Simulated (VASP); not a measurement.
Pt: single point with r2SCAN

Crystal: Pt.

```
Pt
1.0
     0.00000    1.86000    1.95790
     1.86000    0.00000    1.95790
     1.86000    1.86000    0.00000
Pt
1
Cartesian
  0.0000 0.0000 0.0000
```

This cell differs from its parent crystal: strain -0.0500 x Voigt [1, 1, 0, 0, 0, 0].

```
Program             : VASP 6.6.1
Task                : single point
Functional          : r2SCAN
Potentials or basis : VASP PAW PBE potentials, release 64 (Pt)
Cutoff              : 520 eV
k mesh              : 20 × 20 × 20
Occupations         : gaussian, width 0.15 eV
Spin                : no spin polarisation
```

The pressure is 47.8 GPa and the band gap on the k mesh is zero (band 5 reaches 14.22 eV, above the bottom of band 6 at 11.02 eV).

Stress tensor (GPa, compression positive):
```
50.91  0.00  0.00
 0.00 50.91  0.00
 0.00  0.00 41.43
```

Levels at points of the mesh, in eV from the Fermi level:
| k point | band 2 | band 3 | band 4 | band 5 | band 6 | band 7 | band 8 | band 9 |
| --- | --- | --- | --- | --- | --- | --- | --- | --- |
| (0.00, 0.00, 0.00) | -5.13 | -4.39 | -4.39 | -2.52 | -1.64 | 15.14 | 19.88 | 21.46 |
| (0.50, 0.00, 0.00) | -5.12 | -4.43 | -0.75 | -0.12 | 0.23 | 7.12 | 14.71 | 20.33 |
| (0.50, 0.50, 0.00) | -8.12 | 0.02 | 0.61 | 0.61 | 1.03 | 9.65 | 13.06 | 13.06 |
| (0.50, 0.00, 0.50) | -8.11 | -0.08 | 0.32 | 1.01 | 2.15 | 11.19 | 11.83 | 12.34 |

It took 3.2 min on 1 thread of Intel(R) Xeon(R) Platinum 8559C (Emerald Rapids) (shared host), peak memory 0.2 GiB.

Caveat: the cell differs from its parent crystal (strain -0.0500 x Voigt [1, 1, 0, 0, 0, 0]); the PAW data sets were made with another functional, which shifts forces and pressure a little; spin-orbit coupling is left out, which moves the levels of the heavy elements.
